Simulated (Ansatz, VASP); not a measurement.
La3O2: VASP beside Ansatz

The input INCAR:

```
SYSTEM = La3O2
  PREC = Accurate
  ENCUT = 600
  EDIFF = 1E-6
  ISMEAR = 0
  SIGMA = 0.1
  LREAL = .False.
  LASPH = .True.
  NELM = 100
  ALGO = Normal
  ISIF = 3
  LWAVE = .False.
  LCHARG = .False.
  GGA = PE
  IBRION = 2
  NSW = 90
  EDIFFG = -0.04
```

KPOINTS

```
regular mesh
0
Gamma
  4 4 4
  0 0 0
```

File POSCAR:

```
La3O2
1.0
   -2.7081978700      2.7081978700      3.6447622500
    2.7081978700     -2.7081978700      3.6447622500
    2.7081978700      2.7081978700     -3.6447622500
La O
3 2
Direct
    0.5000000000      0.0000000000      0.5000000000
    0.0000000000      0.5000000000      0.5000000000
    0.5000000000      0.5000000000      0.0000000000
    0.7500000000      0.2500000000      0.5000000000
    0.2500000000      0.7500000000      0.5000000000
```

Input for Ansatz:

```yaml
crystal:
  lattice:
    - [-2.70819787, 2.70819787, 3.64476225]
    - [2.70819787, -2.70819787, 3.64476225]
    - [2.70819787, 2.70819787, -3.64476225]
  atoms:
    - { symbol: La, position: [0.5, 0.0, 0.5] }
    - { symbol: La, position: [0.0, 0.5, 0.5] }
    - { symbol: La, position: [0.5, 0.5, 0.0] }
    - { symbol: O, position: [0.75, 0.25, 0.5] }
    - { symbol: O, position: [0.25, 0.75, 0.5] }
basis:
  ecutwfc: 420
kpoints:
  mp_grid: { grid: [4, 4, 4] }
hamiltonian:
  xc: pbe
scf:
  occupations: { method: gaussian, width: 0.1 }
  lower_state_search: "off"
output:
  forces: true
  stress: true
  eigenvalues: true
relax:
  adjacent_minimum: "off"
  f_tol: 0.04
  max_steps: 70
  cell: { stress_tol: 0.4 }
```

Alike in both runs: task relaxation of cell and atoms; functional PBE; k mesh 4 × 4 × 4; occupations gaussian, width 0.1 eV; no spin polarisation.

|  | VASP | Ansatz |
| --- | --- | --- |
| version | VASP 6.6.1 | Ansatz 0.2.0 |
| potentials or method | VASP PAW PBE potentials, release 64 (La, O), cutoff 600 eV | scalar-relativistic, plane waves, PAW |
| valence electrons in the cell | 45 | 45 |

|  | VASP | Ansatz | Ansatz less VASP |
| --- | --- | --- | --- |
| gap on the k mesh at the Fermi level, each at its own relaxed structure (eV) | none | none | - |
| relaxed volume (Å³/atom) | 39.58 | 41.89 | +2.309 |
| relaxed cell length with the largest relative difference (Å) | 6.460 | 6.565 | +0.1050 |

A gap of «none» marks a metal or a gap that the smearing closes. One of these differences is far larger than is usual between the two programs; its cause wasn't traced.

The k mesh is coarse, so the values compare programs but aren't converged. Spin-orbit coupling is off throughout. Noted on VASP's run: the volume moved by over 15 % at a fixed basis, so the end points are rough.
